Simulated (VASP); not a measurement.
# Si (P6_3/mmc) in VASP: dielectric tensor with r2SCAN

Aim: the dielectric tensor of Si with r2SCAN.

All numbers are computed with VASP 6.6.1; they aren't measurements. Logs are shortened: lines on timing, memory, paths and dates and some standing lists are left out, and cuts for length are marked.

### 1 The cell of the first run

Symmetry: P6_3/mmc, No. 194, hexagonal system. Conventional cell: a = 3.832 Å, b = 3.832 Å, c = 6.341 Å, α = 90.00°, β = 90.00°, γ = 120.00°. Within 3.1 Å of Si (site symmetry 3m) lie 4 Si at 2.35 to 2.37 Å.

This isn't the form of Si at room conditions, which is diamond.

### 2 Dielectric tensor, r2SCAN

Contents of INCAR:

```
SYSTEM = Si
PREC = Accurate
ENCUT = 520
EDIFF = 1E-8
ISMEAR = 0
SIGMA = 0.01
LREAL = .False.
LASPH = .True.
NELM = 60
ALGO = Normal
ISIF = 2
LWAVE = .False.
LCHARG = .False.
METAGGA = R2SCAN
LMIXTAU = .True.
LCALCEPS = .True.
```

Contents of KPOINTS:

```
regular mesh
0
Gamma
  6 6 4
  0 0 0
```

Contents of POSCAR:

```
Si
1.0
    3.8321295590      0.0000000000      0.0000000000
   -1.9160647795      3.3187215487      0.0000000000
    0.0000000000      0.0000000000      6.3412168605
Si
4
Direct
    0.3333333333      0.6666666667      0.0005609409
    0.6666666667      0.3333333333      0.5005609409
    0.3333333333      0.6666666667      0.3744390591
    0.6666666667      0.3333333333      0.8744390591
```

Potentials or basis: VASP PAW PBE potentials, release 64 (Si).

The run is started by

```
> cat potpaw_PBE.64/Si/POTCAR > POTCAR
> mpirun -np 1 vasp_std > vasp.out
```

OUTCAR:

```text
SYSTEM = Si
   PREC = Accurate
   ENCUT = 520
   EDIFF = 1E-8
   ISMEAR = 0
   LREAL = .False.
   LASPH = .True.
   NELM = 60
   ISIF = 2
   METAGGA = R2SCAN

 ion  position               nearest neighbor table
   1  0.333  0.667  0.001-   4 2.35   4 2.35   4 2.35   3 2.37
   2  0.667  0.333  0.501-   3 2.35   3 2.35   3 2.35   4 2.37
   3  0.333  0.667  0.374-   2 2.35   2 2.35   2 2.35   1 2.37
   4  0.667  0.333  0.874-   1 2.35   1 2.35   1 2.35   2 2.37

  LATTYP: Found a hexagonal cell.
 ALAT       =     3.8321295590
 C/A-ratio  =     1.6547501234

  Lattice vectors:

 A1 = (   3.8321295590,   0.0000000000,   0.0000000000)
 A2 = (  -1.9160647795,   3.3187215487,   0.0000000000)
 A3 = (   0.0000000000,   0.0000000000,   6.3412168605)

Analysis of symmetry for initial positions (statically):
=====================================================================
 Subroutine PRICEL returns:
 Original cell was already a primitive cell.

 Routine SETGRP: Setting up the symmetry group for a
 hexagonal supercell.

 Subroutine GETGRP returns: Found 24 space group operations
 (whereof  6 operations were pure point group operations)
 out of a pool of 24 trial point group operations.

The static configuration has the point symmetry C_3v.
 The point group associated with its full space group is D_6h.

Analysis of symmetry for dynamics (positions and initial velocities):
=====================================================================
 Subroutine PRICEL returns:
 Original cell was already a primitive cell.

 Routine SETGRP: Setting up the symmetry group for a
 hexagonal supercell.

 Subroutine GETGRP returns: Found 24 space group operations
 (whereof  6 operations were pure point group operations)
 out of a pool of 24 trial point group operations.

The dynamic configuration has the point symmetry C_3v.
 The point group associated with its full space group is D_6h.

 Subroutine INISYM returns: Found 24 space group operations
 (whereof  6 operations are pure point group operations),
 and found     1 'primitive' translations

----------------------------------------------------------------------------------------

                                     Primitive cell

  volume of cell :      80.6461

  direct lattice vectors                    reciprocal lattice vectors
     3.832129559  0.000000000  0.000000000     0.260951511  0.150660425  0.000000000
    -1.916064780  3.318721549  0.000000000     0.000000000  0.301320851  0.000000000
     0.000000000  0.000000000  6.341216861     0.000000000  0.000000000  0.157698439

  length of vectors
     3.832129559  3.832129559  6.341216861     0.301320851  0.301320851  0.157698439

  position of ions in fractional coordinates (direct lattice)
     0.333333333  0.666666667  0.000560941
     0.666666667  0.333333333  0.500560941
     0.333333333  0.666666667  0.374439059
     0.666666667  0.333333333  0.874439059

  ion indices of the primitive-cell ions
   primitive index   ion index
                 1           1
                 2           2
                 3           3
                 4           4

----------------------------------------------------------------------------------------

 KPOINTS: regular mesh

Automatic generation of k-mesh.
 Grid dimensions read from file:
 generate k-points for:    6    6    4

 Generating k-lattice:

  Cartesian coordinates                     Fractional coordinates (reciprocal lattice)
     0.043491919  0.025110071  0.000000000     0.166666667 -0.000000000  0.000000000
     0.000000000  0.050220142  0.000000000     0.000000000  0.166666667  0.000000000
     0.000000000  0.000000000  0.039424610     0.000000000  0.000000000  0.250000000

  Length of vectors
     0.050220142  0.050220142  0.039424610

  Shift w.r.t. Gamma in fractional coordinates (k-lattice)
     0.000000000  0.000000000  0.000000000
[... 50 lines left out ...]
   NSW    =      0    number of steps for IOM
   IBRION =     -1    ionic relax: 0-MD 1-quasi-New 2-CG
   NFREE  =      0    steps in history (QN), initial steepest desc. (CG)
   ISIF   =      2    stress and relaxation
   ISYM   =      2    0-nonsym 1-usesym 2-fastsym
   POTIM  = 0.5000    time-step for ionic-motion
   TEBEG  =    0.0;   TEEND  =   0.0 temperature during run
   PSTRESS=    0.0 pullay stress
   NELECT =      16.0000    total number of electrons
   NUPDOWN=      -1.0000    fix difference up-down
   EMIN   =  10.00;   EMAX   =-10.00  energy-range for DOS
   EFERMI =   0.00;   METHOD = LEGACY
   ISMEAR =     0;   SIGMA  =   0.01  broadening in eV -4-tet -1-fermi 0-gaus
   EFERMI_NEDOS =   21; number of points for ismear=-14 and -15
   IALGO  =     38    algorithm
   IMIX   =      4    mixing-type and parameters
     AMIX     =   0.40;   BMIX     =  1.00
     AMIX_MAG =   1.60;   BMIX_MAG =  1.00
  volume/ion in A,a.u.               =      20.16       136.06
  Fermi-wavevector in a.u.,A,eV,Ry     =   0.954817  1.804343 12.404107  0.911676
  Thomas-Fermi vector in A             =   2.083599
   LORBIT       =      0    0 simple, 1 ext, 2 COOP (PROOUT), +10 PAW based schemes
   METAGGA = R2SCAN    functional components
   LHFCALC =     F    Hartree Fock is set to
   AEXX    =    0.0000 exact exchange contribution
   IVDW    =     0    specifies the selected vdW correction
   LEPSILON=     F    determine dielectric tensor
   LRPA    =     F    only Hartree local field effects (RPA)
   LRPA       =     F
 non-spin polarized calculation
 Gauss-broadening in eV      SIGMA  =   0.01
  energy-cutoff  :      520.00
  volume of cell :       80.65
 maximum number of plane-waves:      2208
 NGX is ok and might be reduce to    30
   NGX = 15   NGY = 15   NGZ = 23

 Total electronic dipole moment: p[elc]=(    -0.00007     0.04445     0.00000 ) |e| Angst

 Total electronic dipole moment: p[elc]=(     0.00000     0.00000     0.00000 ) |e| Angst

 number of electron      16.0000000 magnetization

 Free energy of the ion-electron system (eV)
  ---------------------------------------------------
  ext. energy  EPLUGINS =         0.00000000
  ---------------------------------------------------
  free energy    TOTEN  =       -35.02533429 eV

  energy without entropy =      -35.02533429  energy(sigma->0) =      -35.02533429

 E-fermi :   5.9821     XC(G=0):  -9.8211

 val. band max:        5.9406138017   @ k =   0.0000   0.0000   0.0000
 cond. band min:   10000.0000000000   @ k =   0.0000   0.0000   0.0000
 fundamental gap:   9994.0593861983
 Fermi energy:         5.9820853243

 k-point     1 :       0.0000    0.0000    0.0000
  band No.  band energies     occupation
      1      -6.8199      2.00000
      2      -4.4284      2.00000
      3      -1.5809      2.00000
      4       4.3371      2.00000
      5       4.3371      2.00000
      6       5.5638      2.00000
      7       5.9406      2.00000
      8       5.9406      2.00000
      9   10000.0000      0.00000
     10   10000.0000      0.00000
     11   10000.0000      0.00000
     12   10000.0000      0.00000
[... 331 lines left out ...]
 k-point    24 :      -0.5000    0.5000    0.0000
  band No.  band energies     occupation
      1      -4.5230      2.00000
      2      -2.8626      2.00000
      3      -2.0161      2.00000
      4      -0.2853      2.00000
      5       1.0776      2.00000
      6       2.7215      2.00000
      7       2.8425      2.00000
      8       4.4147      2.00000
      9   10000.0000      0.00000
     10   10000.0000      0.00000
     11   10000.0000      0.00000
     12   10000.0000      0.00000

 [... further k-points ...]

------------------------ aborting loop because EDIFF is reached ----------------------------------------

            Ionic dipole moment: p[ion]=(     0.00000     0.00000    -6.34122 ) |e| Angst

 Total electronic dipole moment: p[elc]=(    -0.00000    -0.00000     0.04968 ) |e| Angst

 MACROSCOPIC STATIC DIELECTRIC TENSOR (including local field effects)
 ------------------------------------------------------
          10.982564     0.000000     0.000000
           0.000000    10.982564     0.000000
           0.000000     0.000000    12.147513
 ------------------------------------------------------

 PIEZOELECTRIC TENSOR (including local field effects) (e Angst)
          XX          YY          ZZ          XY          YZ          ZX
  --------------------------------------------------------------------------------
  x    -0.00000     0.00000     0.00000     0.00000     0.00000     0.00000
  y     0.00000     0.00000    -0.00000     0.00000     0.00000     0.00000
  z    -0.00000     0.00000     0.00000     0.00000     0.00000    -0.00000

 PIEZOELECTRIC TENSOR (including local field effects) (C/m^2)
          XX          YY          ZZ          XY          YZ          ZX
  --------------------------------------------------------------------------------
  x    -0.00000     0.00000     0.00000     0.00000     0.00000     0.00000
  y     0.00000     0.00000    -0.00000     0.00000     0.00000     0.00000
  z    -0.00000     0.00000     0.00000     0.00000     0.00000    -0.00000

 BORN EFFECTIVE CHARGES (including local field effects) (in |e|, cummulative output)
 ---------------------------------------------------------------------------------
 ion    1
    1    -0.00000     0.00000    -0.00000
    2     0.00000    -0.00000    -0.00000
    3     0.00000     0.00000    -0.00000
 ion    2
    1     0.00000     0.00000    -0.00000
    2    -0.00000     0.00000     0.00000
    3     0.00000     0.00000    -0.00000
 ion    3
    1     0.00000     0.00000     0.00000
    2     0.00000    -0.00000     0.00000
    3     0.00000    -0.00000    -0.00000
 ion    4
    1     0.00000    -0.00000     0.00000
    2     0.00000     0.00000    -0.00000
    3     0.00000     0.00000     0.00000

  FORCE on cell =-STRESS in cart. coord.  units (eV):
  Direction    XX          YY          ZZ          XY          YZ          ZX
  --------------------------------------------------------------------------------------
  -------------------------------------------------------------------------------------
  Total       -0.0475633     -0.0475633     -0.1668320      0.0000000      0.0000000      0.0000000
  in kB       -0.9449279     -0.9449279     -3.3144101      0.0000000      0.0000000      0.0000000
  external PRESSURE =      -1.7347553 kB  Pullay stress =       0.0000000 kB

 VOLUME and BASIS-vectors are now :
 -----------------------------------------------------------------------------
  energy-cutoff  :      520.00
  volume of cell :       80.65
      direct lattice vectors                 reciprocal lattice vectors
     3.832129559  0.000000000  0.000000000     0.260951511  0.150660425  0.000000000
    -1.916064780  3.318721549  0.000000000     0.000000000  0.301320851  0.000000000
     0.000000000  0.000000000  6.341216861     0.000000000  0.000000000  0.157698439

 POSITION                                       TOTAL-FORCE (eV/Angst)
 -----------------------------------------------------------------------------------
     -0.00000      2.21248      0.00356         0.000000      0.000000     -0.009316
      1.91606      1.10624      3.17417        -0.000000      0.000000     -0.009316
     -0.00000      2.21248      2.37440         0.000000     -0.000000      0.009316
      1.91606      1.10624      5.54501        -0.000000      0.000000      0.009316
 -----------------------------------------------------------------------------------
    total drift:                               -0.000000      0.000000     -0.000000

  FREE ENERGIE OF THE ION-ELECTRON SYSTEM (eV)
  ---------------------------------------------------
  free  energy   TOTEN  =       -35.0253342877 eV

  energy  without entropy=      -35.0253342877  energy(sigma->0) =      -35.02533429
```

Wall time 27 min (1 thread of AMD EPYC 9R45 (Zen 5), shared host); peak memory 0.36 GiB.

Results:

- Band gap on the k mesh: 0.62 eV (least direct gap 1.38 eV)
- Electronic dielectric tensor (diagonal): 10.98, 10.98, 12.15
- Born charges (mean of the diagonal): Si +0.00 e

Electronic dielectric tensor:
```
10.98  0.00  0.00
 0.00 10.98  0.00
 0.00  0.00 12.15
```

Born effective charge tensors (e):
atom 1, Si
```
0.00 0.00 0.00
0.00 0.00 0.00
0.00 0.00 0.00
```
atom 2, Si
```
0.00 0.00 0.00
0.00 0.00 0.00
0.00 0.00 0.00
```
atom 3, Si
```
0.00 0.00 0.00
0.00 0.00 0.00
0.00 0.00 0.00
```
atom 4, Si
```
0.00 0.00 0.00
0.00 0.00 0.00
0.00 0.00 0.00
```

Dipole moments of the cell (e·Å, modulo the quantum): ionic 0.000, 0.000, -6.341; electronic 0.000, 0.000, 0.050

Caveat: the gap is small at this level, which inflates the dielectric constant; the PAW data sets were made with another functional, which shifts forces and pressure a little.

The gap in the log of VASP goes by the Fermi energy; the results here count the filled bands.